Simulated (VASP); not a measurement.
# BN (Qingsongite) (I-4m2) in VASP: notebook

Runs on BN (Qingsongite). Level: PBE. Tasks: single point.

All numbers are computed with VASP 6.6.1; they aren't measurements. Logs are shortened: lines on timing, memory, paths and dates and some standing lists are left out, and cuts for length are marked.

### 1 The cell of the first run

It takes space group I-4m2 (No. 119, tetragonal). The conventional cell has a = 2.552 Å, b = 2.552 Å, c = 3.806 Å, α = 90.00°, β = 90.00°, γ = 90.00°. B (site symmetry -4m2) has 4 N at 1.59 Å within 2.1 Å. Within 2.1 Å of N (site symmetry -4m2) lie 4 B at 1.59 Å.

### 2 Single point, PBE (uniaxial z strain +5.5%)

INCAR

```
SYSTEM = BN
  PREC = Accurate
  ENCUT = 520
  EDIFF = 1E-6
  ISMEAR = -1
  SIGMA = 0.02
  LREAL = .FALSE.
  LASPH = .TRUE.
  NELM = 80
  ALGO = Normal
  ISIF = 2
  LWAVE = .FALSE.
  LCHARG = .FALSE.
  GGA = PE
  NBANDS = 11
```

KPOINTS

```
Automatic mesh
0
G
  12 12 12
  0 0 0
```

POSCAR

```
BN
1.0
    0.0000000000      1.8048245542      1.9031874924
    1.8048245542      0.0000000000      1.9031874924
    1.8048245542      1.8048245542      0.0000000000
B N
1 1
Direct
    0.0000000000      0.0000000000      0.0000000000
    0.2500000000      0.2500000000      0.2500000000
```

Potentials or basis: VASP PAW PBE potentials, release 64 (B, N).

Launch:

```bash
$ cat potpaw_PBE.64/B/POTCAR potpaw_PBE.64/N/POTCAR > POTCAR
$ mpirun -np 1 vasp_std > vasp.out
```

OUTCAR:

```text
SYSTEM = BN
   PREC = Accurate
   ENCUT = 520
   EDIFF = 1E-6
   ISMEAR = -1
   LREAL = .FALSE.
   LASPH = .TRUE.
   NELM = 80
   ISIF = 2
   GGA = PE

 ion  position               nearest neighbor table
   1  0.000  0.000  0.000-   2 1.59   2 1.59   2 1.59   2 1.59
   2  0.250  0.250  0.250-   1 1.59   1 1.59   1 1.59   1 1.59

  LATTYP: Found a body centered tetragonal cell.
 ALAT       =     2.5524073623
 C/A-ratio  =     1.4912882015

  Lattice vectors:

 A1 = (  -1.8048245542,   0.0000000000,   1.9031874924)
 A2 = (   1.8048245542,   0.0000000000,   1.9031874924)
 A3 = (   0.0000000000,   1.8048245542,  -1.9031874924)

Analysis of symmetry for initial positions (statically):
=====================================================================
 Subroutine PRICEL returns:
 Original cell was already a primitive cell.

 Routine SETGRP: Setting up the symmetry group for a
 body centered tetragonal supercell.

 Subroutine GETGRP returns: Found  8 space group operations
 (whereof  8 operations were pure point group operations)
 out of a pool of 16 trial point group operations.

The static configuration has the point symmetry D_2d.

Analysis of symmetry for dynamics (positions and initial velocities):
=====================================================================
 Subroutine PRICEL returns:
 Original cell was already a primitive cell.

 Routine SETGRP: Setting up the symmetry group for a
 body centered tetragonal supercell.

 Subroutine GETGRP returns: Found  8 space group operations
 (whereof  8 operations were pure point group operations)
 out of a pool of 16 trial point group operations.

The dynamic configuration has the point symmetry D_2d.

 Subroutine INISYM returns: Found  8 space group operations
 (whereof  8 operations are pure point group operations),
 and found     1 'primitive' translations

----------------------------------------------------------------------------------------

                                     Primitive cell

  volume of cell :      12.3989

  direct lattice vectors                    reciprocal lattice vectors
     0.000000000  1.804824554  1.903187492    -0.277035238  0.277035238  0.262717153
     1.804824554  0.000000000  1.903187492     0.277035238 -0.277035238  0.262717153
     1.804824554  1.804824554  0.000000000     0.277035238  0.277035238 -0.262717153

  length of vectors
     2.622882823  2.622882823  2.552407362     0.471717446  0.471717446  0.471717446

  position of ions in fractional coordinates (direct lattice)
     0.000000000  0.000000000  0.000000000
     0.250000000  0.250000000  0.250000000

  ion indices of the primitive-cell ions
   primitive index   ion index
                 1           1
                 2           2

----------------------------------------------------------------------------------------

 KPOINTS: Automatic mesh

Automatic generation of k-mesh.
 Grid dimensions read from file:
 generate k-points for:   12   12   12

 Generating k-lattice:

  Cartesian coordinates                     Fractional coordinates (reciprocal lattice)
    -0.023086270  0.023086270  0.021893096     0.083333333  0.000000000  0.000000000
     0.023086270 -0.023086270  0.021893096     0.000000000  0.083333333  0.000000000
     0.023086270  0.023086270 -0.021893096     0.000000000  0.000000000  0.083333333

  Length of vectors
     0.039309787  0.039309787  0.039309787

  Shift w.r.t. Gamma in fractional coordinates (k-lattice)
     0.000000000  0.000000000  0.000000000

 Subroutine IBZKPT returns following result:
 ===========================================

 Found    163 irreducible k-points:

 Following reciprocal coordinates:
            Coordinates               Weight
  0.000000  0.000000  0.000000      1.000000
  0.083333  0.000000  0.000000      8.000000
  0.166667  0.000000  0.000000      8.000000
  0.250000  0.000000  0.000000      8.000000
  0.333333  0.000000  0.000000      8.000000
  0.416667  0.000000  0.000000      8.000000
[... 16 lines left out ...]
  0.500000  0.166667  0.000000      8.000000
 -0.416667  0.166667  0.000000      8.000000
 [... further k-points ...]
   k-points           NKPTS =    163   k-points in BZ     NKDIM =    163   number of bands    NBANDS=     11
   number of dos      NEDOS =    301   number of ions     NIONS =      2
   total plane-waves  NPLWV =   8000
   dimension x,y,z NGX =    20 NGY =   20 NGZ =   20
   dimension x,y,z NGXF=    40 NGYF=   40 NGZF=   40
   ions per type =               1   1
   NGX,Y,Z   is equivalent  to a cutoff of  12.68, 12.68, 13.03 a.u.
   NGXF,Y,Z  is equivalent  to a cutoff of  25.35, 25.35, 26.05 a.u.
 SYSTEM =  BN
   PREC   = accura    normal or accurate (medium, high low for compatibility)
   ISTART =      0    job   : 0-new  1-cont  2-samecut
   ICHARG =      2    charge: 1-file 2-atom 10-const
   ISPIN  =      1    spin polarized calculation?
   LNONCOLLINEAR =      F non collinear calculations
   LSORBIT =      F    spin-orbit coupling
   LASPH  =      T    aspherical Exc in radial PAW
   ENCUT  =  520.0 eV  38.22 Ry    6.18 a.u.   4.88  4.88  4.75*2*pi/ulx,y,z
   NELM   =     80;   NELMIN=  2; NELMDL= -5     # of ELM steps
   EDIFF  = 0.1E-05   stopping-criterion for ELM
   LREAL  =      F    real-space projection
   EDIFFG = 0.1E-04   stopping-criterion for IOM
   NSW    =      0    number of steps for IOM
   IBRION =     -1    ionic relax: 0-MD 1-quasi-New 2-CG
   NFREE  =      0    steps in history (QN), initial steepest desc. (CG)
   ISIF   =      2    stress and relaxation
   ISYM   =      2    0-nonsym 1-usesym 2-fastsym
   POTIM  = 0.5000    time-step for ionic-motion
   TEBEG  =    0.0;   TEEND  =   0.0 temperature during run
   PSTRESS=    0.0 pullay stress
   NELECT =       8.0000    total number of electrons
   NUPDOWN=      -1.0000    fix difference up-down
   EMIN   =  10.00;   EMAX   =-10.00  energy-range for DOS
   EFERMI =   0.00;   METHOD = LEGACY
   ISMEAR =    -1;   SIGMA  =   0.02  broadening in eV -4-tet -1-fermi 0-gaus
   EFERMI_NEDOS =   21; number of points for ismear=-14 and -15
   IALGO  =     38    algorithm
   IMIX   =      4    mixing-type and parameters
     AMIX     =   0.40;   BMIX     =  1.00
     AMIX_MAG =   1.60;   BMIX_MAG =  1.00
  volume/ion in A,a.u.               =       6.20        41.84
  Fermi-wavevector in a.u.,A,eV,Ry     =   1.414635  2.673272 27.227861  2.001191
  Thomas-Fermi vector in A             =   2.536157
   LORBIT       =      0    0 simple, 1 ext, 2 COOP (PROOUT), +10 PAW based schemes
   GGA     = PE    functional components
   LHFCALC =     F    Hartree Fock is set to
   AEXX    =    0.0000 exact exchange contribution
   IVDW    =     0    specifies the selected vdW correction
   LEPSILON=     F    determine dielectric tensor
   LRPA    =     F    only Hartree local field effects (RPA)
 non-spin polarized calculation
  energy-cutoff  :      520.00
  volume of cell :       12.40
 maximum number of plane-waves:       344
   NGX =  9   NGY =  9   NGZ =  9

 number of electron       8.0000001 magnetization

 Free energy of the ion-electron system (eV)
  ---------------------------------------------------
  ext. energy  EPLUGINS =         0.00000000
  ---------------------------------------------------
  free energy    TOTEN  =       -17.38540282 eV

  energy without entropy =      -17.38540282  energy(sigma->0) =      -17.38540282

 E-fermi :   7.4847     XC(G=0): -12.5870

 val. band max:        7.0057343865   @ k =   0.0000   0.0000   0.0000
 cond. band min:      10.9529293292   @ k =   0.5000   0.0000   0.5000
 fundamental gap:      3.9471949427
 Fermi energy:         7.4846881678

 k-point     1 :       0.0000    0.0000    0.0000
  band No.  band energies     occupation
      1     -12.8663      2.00000
      2       6.4529      2.00000
      3       7.0057      2.00000
      4       7.0057      2.00000
      5      15.3085      0.00000
      6      15.3085      0.00000
      7      15.6822      0.00000
      8      16.3647      0.00000
      9      30.6848      0.00000
     10      32.3758      0.00000
     11      32.9529      0.00000

 k-point     2 :       0.0833    0.0000    0.0000
  band No.  band energies     occupation
      1     -12.7036      2.00000
      2       5.8496      2.00000
      3       6.5387      2.00000
      4       6.8539      2.00000
      5      15.3786      0.00000
      6      15.5742      0.00000
      7      15.9600      0.00000
      8      16.9976      0.00000
      9      30.4040      0.00000
     10      30.7774      0.00000
     11      32.8491      0.00000

 k-point     3 :       0.1667    0.0000    0.0000
  band No.  band energies     occupation
      1     -12.2220      2.00000
      2       3.9008      2.00000
      3       5.9998      2.00000
      4       6.4840      2.00000
      5      15.5188      0.00000
      6      16.2165      0.00000
      7      16.5388      0.00000
      8      18.3955      0.00000
      9      29.2869      0.00000
     10      30.4335      0.00000
     11      31.1177      0.00000

 k-point     4 :       0.2500    0.0000    0.0000
  band No.  band energies     occupation
      1     -11.4463      2.00000
      2       1.5375      2.00000
      3       5.4492      2.00000
      4       6.0572      2.00000
      5      15.6454      0.00000
      6      16.8938      0.00000
      7      17.0959      0.00000
      8      19.7764      0.00000
      9      29.0291      0.00000
     10      30.1949      0.00000
     11      30.4333      0.00000
[... 239 lines left out ...]
 k-point    22 :       0.4167    0.1667    0.0000
  band No.  band energies     occupation
      1      -9.7169      2.00000
      2      -0.9422      2.00000
      3       3.3936      2.00000
      4       4.4160      2.00000
      5      15.5676      0.00000
      6      18.2154      0.00000
      7      19.4201      0.00000
      8      20.5413      0.00000
      9      26.3990      0.00000
     10      31.6686      0.00000
     11      34.6556      0.00000

 k-point    23 :       0.5000    0.1667    0.0000
  band No.  band energies     occupation
      1      -8.7864      2.00000
      2      -2.4443      2.00000
      3       2.7902      2.00000
      4       4.5114      2.00000
      5      15.9667      0.00000
      6      18.1214      0.00000
      7      19.2390      0.00000
      8      21.6172      0.00000
      9      27.0981      0.00000
     10      31.9124      0.00000
     11      33.7925      0.00000

 k-point    24 :      -0.4167    0.1667    0.0000
  band No.  band energies     occupation
      1      -8.5208      2.00000
      2      -2.8179      2.00000
      3       2.4243      2.00000
      4       4.8217      2.00000
      5      16.4616      0.00000
      6      17.9828      0.00000
      7      18.8382      0.00000
      8      21.8063      0.00000
      9      27.7146      0.00000
     10      31.7002      0.00000
     11      32.3896      0.00000

 [... further k-points ...]
[... 5 lines left out ...]
  --------------------------------------------------------------------------------------
  -------------------------------------------------------------------------------------
  Total       -0.2105902     -0.2105902     -2.7982764      0.0000000      0.0000000      0.0000000
  in kB      -27.2124242    -27.2124242   -361.5926927      0.0000000      0.0000000      0.0000000
  external PRESSURE =    -138.6725137 kB  Pullay stress =       0.0000000 kB

 VOLUME and BASIS-vectors are now :
 -----------------------------------------------------------------------------
  energy-cutoff  :      520.00
  volume of cell :       12.40
      direct lattice vectors                 reciprocal lattice vectors
     0.000000000  1.804824554  1.903187492    -0.277035238  0.277035238  0.262717153
     1.804824554  0.000000000  1.903187492     0.277035238 -0.277035238  0.262717153
     1.804824554  1.804824554  0.000000000     0.277035238  0.277035238 -0.262717153

 POSITION                                       TOTAL-FORCE (eV/Angst)
 -----------------------------------------------------------------------------------
      0.00000      0.00000      0.00000        -0.000000     -0.000000     -0.000000
      0.90241      0.90241      0.95159         0.000000      0.000000      0.000000
 -----------------------------------------------------------------------------------
    total drift:                               -0.000000     -0.000000      0.000001

  FREE ENERGIE OF THE ION-ELECTRON SYSTEM (eV)
  ---------------------------------------------------
  free  energy   TOTEN  =       -17.3854028168 eV

  energy  without entropy=      -17.3854028168  energy(sigma->0) =      -17.38540282
```

Run time: 23 s. Hardware: 1 thread of Intel Xeon 8259CL, shared host; peak memory 0.14 GiB.

What came out:

```
Free energy            : -17.3854 eV
Pressure               : -13.9 GPa
Band gap on the k mesh : 3.95 eV, indirect (least direct gap 8.30 eV)
```

Stress tensor (GPa, compression positive):
```
 -2.72   0.00   0.00
  0.00  -2.72   0.00
  0.00   0.00 -36.16
```

Levels at points of the mesh, in eV from the valence-band top:
| k point | band 2 | band 3 | band 4 | band 5 | band 6 | band 7 |
| --- | --- | --- | --- | --- | --- | --- |
| (0.00, 0.00, 0.00) | -0.55 | 0.00 | 0.00 | 8.30 | 8.30 | 8.68 |
| (0.50, 0.00, 0.00) | -10.43 | -2.43 | -1.63 | 8.70 | 10.51 | 10.61 |
| (0.50, 0.50, 0.00) | -9.28 | -4.38 | -4.38 | 4.83 | 9.58 | 16.88 |
| (0.50, 0.00, 0.50) | -8.54 | -5.06 | -5.06 | 3.95 | 8.38 | 16.55 |

Caveat: the cell differs from its parent crystal (uniaxial z strain +5.5%). A k mesh can miss the band edges.

### 3 Single point, PBE (epitaxial xy strain +1.7%)

INCAR

```
SYSTEM = BN
PREC     = Accurate       ! precision mode
ENCUT    = 520            ! plane-wave cutoff, eV
EDIFF    = 1E-6           ! SCF threshold, eV
ISMEAR   = -1             ! smearing method
SIGMA    = 0.02           ! smearing width, eV
LREAL    = .False.        ! projectors in reciprocal space
LASPH    = .True.         ! aspherical terms in the spheres
NELM     = 60             ! most SCF steps
ALGO     = Normal         ! electronic algorithm
ISIF     = 2              ! what is computed and relaxed
LWAVE    = .False.        ! write WAVECAR
LCHARG   = .False.        ! write CHGCAR
GGA      = PE             ! functional
NBANDS   = 11             ! bands
```

KPOINTS

```
regular mesh
0
Gamma
  12 12 12
  0 0 0
```

POSCAR

```
BN
1.0
    0.0000000000      1.8353260892      1.7917417124
    1.8353260892      0.0000000000      1.7917417124
    1.8353260892      1.8353260892      0.0000000000
B N
1 1
Direct
    0.0000000000      0.0000000000      0.0000000000
    0.2500000000      0.2500000000      0.2500000000
```

Potentials or basis: VASP PAW PBE potentials, release 64 (B, N).

Launch:

```bash
$ cat potpaw_PBE.64/B/POTCAR potpaw_PBE.64/N/POTCAR > POTCAR
$ mpirun -np 1 vasp_std > vasp.out
```

Run time: 28 s. Hardware: 1 thread of Intel Xeon 8259CL, shared host; peak memory 0.14 GiB.

It converged, with:

```yaml
Free_energy: -17.4404 eV
Pressure: -4.8 GPa
Band_gap_on_the_k_mesh: 4.02 eV, indirect (least direct gap 8.46 eV)
```

Stress tensor (GPa, compression positive):
```
-9.46  0.00  0.00
 0.00 -9.46  0.00
 0.00  0.00  4.54
```

Levels at points of the mesh, in eV from the valence-band top:
| k point | band 1 | band 2 | band 3 | band 4 | band 5 | band 6 | band 7 | band 8 |
| --- | --- | --- | --- | --- | --- | --- | --- | --- |
| (0.00, 0.00, 0.00) | -20.13 | -0.22 | -0.22 | 0.00 | 8.46 | 8.63 | 8.63 | 9.84 |
| (0.50, 0.00, 0.00) | -16.02 | -10.64 | -2.23 | -1.87 | 9.55 | 10.31 | 10.73 | 14.89 |
| (0.50, 0.50, 0.00) | -14.51 | -8.69 | -5.16 | -5.16 | 4.02 | 8.59 | 17.47 | 17.47 |
| (0.50, 0.00, 0.50) | -14.77 | -9.04 | -4.84 | -4.83 | 4.42 | 9.15 | 17.22 | 17.57 |

Caveat: the cell differs from its parent crystal (epitaxial xy strain +1.7%).
